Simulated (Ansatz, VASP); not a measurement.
## Two plane-wave programs on CuO

INCAR

```
PREC = Accurate
ENCUT = 520
EDIFF = 1E-6
ISMEAR = -1
SIGMA = 0.05
LREAL = F
LASPH = T
NELM = 60
ALGO = Normal
ISIF = 2
LWAVE = F
LCHARG = T
GGA = PE
LELF = T
LVHAR = T
NBANDS = 25
```

KPOINTS

```
regular mesh
0
Gamma
  8 8 5
```

The input POSCAR:

```
CuO
1.0
    2.0307873600     -2.1966210000      0.0000000000
    2.0307873600      2.1966210000      0.0000000000
    0.0000000000      0.0000000000      5.1559280000
Cu O
2 2
Direct
    0.5000000000      0.0000000000      0.0000000000
    0.0000000000      0.5000000000      0.5000000000
    0.5000000000      0.5000000000      0.2500000000
    0.5000000000      0.5000000000      0.7500000000
```

Contents of input.yaml:

```yaml
crystal:
  lattice:
    - [2.03078736, -2.196621, 0.0]
    - [2.03078736, 2.196621, 0.0]
    - [0.0, 0.0, 5.155928]
  atoms:
    - { symbol: Cu, position: [0.5, 0.0, 0.0] }
    - { symbol: Cu, position: [0.0, 0.5, 0.5] }
    - { symbol: O, position: [0.5, 0.5, 0.25] }
    - { symbol: O, position: [0.5, 0.5, 0.75] }
hamiltonian:
  xc: pbe
  pseudopotentials: { kind: paw }
kpoints:
  mp_grid: { grid: [8, 8, 5] }
  band_path:
    path:
      - [[0.0, 0.0, 0.0], [0.463677429, 0.463677429, 0.0], [0.0, 0.5, 0.0], [0.0, 0.5, 0.5], [0.463677429, 0.463677429, 0.5], [0.0, 0.0, 0.5], [0.0, 0.0, 0.0], [-0.5, 0.5, 0.0], [-0.463677429, 0.536322571, 0.0], [-0.463677429, 0.536322571, 0.5], [-0.5, 0.5, 0.5], [-0.5, 0.5, 0.0]]
      - [[0.0, 0.0, 0.5], [-0.5, 0.5, 0.5]]
    npoints: 14
scf:
  occupations: { method: fermi_dirac, width: 0.05 }
  n_extra_bands: 10
output:
  forces: true
  stress: true
  eigenvalues: true
  fatbands: false
```

Alike in both runs: functional PBE; k mesh 8 × 8 × 5; occupations fermi-dirac, width 0.05 eV; no spin polarisation.

|  | VASP | Ansatz |
| --- | --- | --- |
| version | VASP 6.6.1 | Ansatz 0.2.0 |
| potentials or method | VASP PAW PBE potentials, release 64 (Cu, O) | Ansatz PAW |
| plane-wave cutoff (eV) | 520 | 420 |
| valence electrons in the cell | 34 | 50 |
| task | single point | band structure |

Ansatz gave:

```
gap on the k mesh at the Fermi level (eV)                     : none
pressure (GPa)                                                : -3.6
traceless stress, the component that is largest in VASP (GPa) : -0.99
```

Task: What did VASP give for the same quantities?

Result: gap on the k mesh at the Fermi level (eV): none; pressure (GPa): -3.0; traceless stress, the component that is largest in VASP (GPa): -1.02.

A gap of «none» marks a metal or a gap that the smearing closes. With one functional, cell and mesh, what is left measures potentials, basis and numerics. VASP's potentials hold 34 valence electrons a cell and Ansatz's 50, so a difference there can come from the potentials and not from the codes.
